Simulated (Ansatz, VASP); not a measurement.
## TlGaPtC6N6: VASP beside Ansatz

```xyz
15
Lattice="0.0000 5.3820 5.3820 5.3820 0.0000 5.3820 5.3820 5.3820 0.0000" Properties=species:S:1:pos:R:3 pbc="T T T"
Tl    8.0730    8.0730    8.0730
Ga    5.3820    5.3820    5.3820
Pt    0.0000    0.0000    0.0000
C     2.1690    5.3820    5.3820
C     5.3820    5.3820    2.1690
C     5.3820    8.5950    5.3820
C     8.5950    5.3820    5.3820
C     5.3820    5.3820    8.5950
C     5.3820    2.1690    5.3820
N     3.3378    5.3820    5.3820
N     5.3820    5.3820    3.3378
N     5.3820    7.4262    5.3820
N     7.4262    5.3820    5.3820
N     5.3820    5.3820    7.4262
N     5.3820    3.3378    5.3820
```

Alike in both runs: functional PBE; k mesh 4 × 4 × 4; occupations gaussian, width 0.1 eV; no spin polarisation.

Ansatz relaxed the structure, and its values are those at the end. VASP's run is a single point on that final structure, the one shown.

|  | VASP | Ansatz |
| --- | --- | --- |
| version | VASP 6.6.1 | Ansatz 0.2.0 |
| potentials or method | VASP PAW PBE potentials, release 64 (Tl_d, Ga_d, Pt_sv_GW, C, N), cutoff 700 eV | scalar-relativistic, plane waves, PAW |
| valence electrons in the cell | 98 | 98 |

```csv
,VASP,Ansatz,Ansatz less VASP
gap on the k mesh at the Fermi level (eV),none,none,-
pressure (GPa),0.4,0.1,-0.25
rms of the force components (eV/Å),0.200,0.012,-0.1887
```

A gap of «none» marks a metal or a gap that the smearing closes. One of these differences is far larger than is usual between the two programs; its cause wasn't traced.

Spin-orbit coupling is off throughout. Noted on VASP's run: the standard files for N, O and F lose accuracy on very short bonds.
